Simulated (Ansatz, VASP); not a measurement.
This is a calculation of Mg3Co for Ansatz 0.2.0.

File input.yaml:

```yaml
crystal:
  lattice:
    - [0.0, 3.2323372211, 3.2323372211]
    - [3.2323372211, 0.0, 3.2323372211]
    - [3.2323372211, 3.2323372211, 0.0]
  atoms:
    - { symbol: Co, position: [0.0, 0.0, 0.0], spin: 2.0 }
    - { symbol: Mg, position: [0.75, 0.75, 0.75] }
    - { symbol: Mg, position: [0.5, 0.5, 0.5] }
    - { symbol: Mg, position: [0.25, 0.25, 0.25] }
hamiltonian:
  xc: pbe
  pseudopotentials: { kind: paw }
magnetization:
  spin_polarized: true
kpoints:
  mp_grid: { grid: [7, 7, 7] }
scf:
  occupations: { method: fermi_dirac, width: 0.05 }
output:
  forces: true
  stress: true
  eigenvalues: true
```

Potentials or basis: Ansatz PAW.

Run with:

```sh
$ ansatz run input.yaml --threads 2 --pin off --max-ram 5120MiB --backend cpu --events-out ev --progress --plain --runs-dir out
```

Problem. Translate it to VASP 6.6.1. Potentials there: VASP PAW PBE potentials, release 64 (Co, Mg).

Solution. As run (the cutoff follows the program's own potentials):

The input INCAR:

```
PREC = Accurate
ENCUT = 520
EDIFF = 1E-7
ISMEAR = -1
SIGMA = 0.05
LREAL = False
LASPH = True
NELM = 150
ALGO = Normal
ISIF = 2
LWAVE = False
LCHARG = False
ISPIN = 2
MAGMOM = 2 0 0 0
LORBIT = 11
LMAXMIX = 4
GGA = PE
NBANDS = 20
```

File KPOINTS:

```
regular mesh
0
Gamma
  7 7 7
```

POSCAR

```
Mg3Co
1.0
    0.0000000000      3.2323372211      3.2323372211
    3.2323372211      0.0000000000      3.2323372211
    3.2323372211      3.2323372211      0.0000000000
Co Mg
1 3
Direct
    0.0000000000      0.0000000000      0.0000000000
    0.7500000000      0.7500000000      0.7500000000
    0.5000000000      0.5000000000      0.5000000000
    0.2500000000      0.2500000000      0.2500000000
```

Potentials or basis: VASP PAW PBE potentials, release 64 (Co, Mg).

Command:

```sh
$ cat potpaw_PBE.64/Co/POTCAR potpaw_PBE.64/Mg/POTCAR > POTCAR
$ mpirun -np 1 vasp_std > vasp.out
```

Both were run:

|  | VASP | Ansatz | Ansatz less VASP |
| --- | --- | --- | --- |
| gap on the k mesh at the Fermi level (eV) | none | none | - |
| pressure (GPa) | 1.5 | 1.5 | +0.06 |
| net moment per atom (μB) | 0.12 | 0.12 | +0.002 |
| size of the moment on the site where the two differ most (μB) | 0.53 | 0.55 | +0.018 |

Site moments also hang on the region over which each program counts them. A gap of «none» marks a metal or a gap that the smearing closes. With one functional, cell and mesh, what is left measures potentials, basis and numerics. VASP's potentials hold 15 valence electrons a cell and Ansatz's 47, so a difference there can come from the potentials and not from the codes.
